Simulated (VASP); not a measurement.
A run of VASP 6.6.1:

The input INCAR:

```
SYSTEM = Zr
PREC = Accurate
ENCUT = 600
EDIFF = 1E-6
ISMEAR = -1
SIGMA = 0.1
LREAL = .FALSE.
LASPH = .TRUE.
NELM = 80
ALGO = Normal
ISIF = 3
LWAVE = .FALSE.
LCHARG = .FALSE.
GGA = PS
IBRION = 2
NSW = 80
EDIFFG = -0.01
```

The input KPOINTS:

```
regular mesh
0
G
  5 5 5
  0 0 0
```

The input POSCAR:

```
Zr
1.0
    5.7107831915      0.0000000000      0.0000000000
    0.0000000000      5.7107831915      0.0000000000
    0.0000000000      0.0000000000      5.7107831915
Zr
8
Direct
    0.0000000000      0.0000000000      0.0000000000
    0.5000000000      0.5000000000      0.5000000000
    0.2500000000      0.0000000000      0.5000000000
    0.7500000000      0.0000000000      0.5000000000
    0.5000000000      0.2500000000      0.0000000000
    0.5000000000      0.7500000000      0.0000000000
    0.0000000000      0.5000000000      0.2500000000
    0.0000000000      0.5000000000      0.7500000000
```

Potentials or basis: VASP PAW PBE potentials, release 64 (Zr_sv).

The run is started by

```bash
$ cat potpaw_PBE.64/Zr_sv/POTCAR > POTCAR
$ mpirun -np 1 vasp_std > vasp.out
```

Hardware: 1 thread of AMD EPYC 7R13, with other jobs on the host.

Estimate the wall time of this run.

Run time: 12 min on 1 thread of AMD EPYC 7R13, with other jobs on the host, peak memory 0.35 GiB. Counts: scf iterations 39, k points 10, ion steps 3.
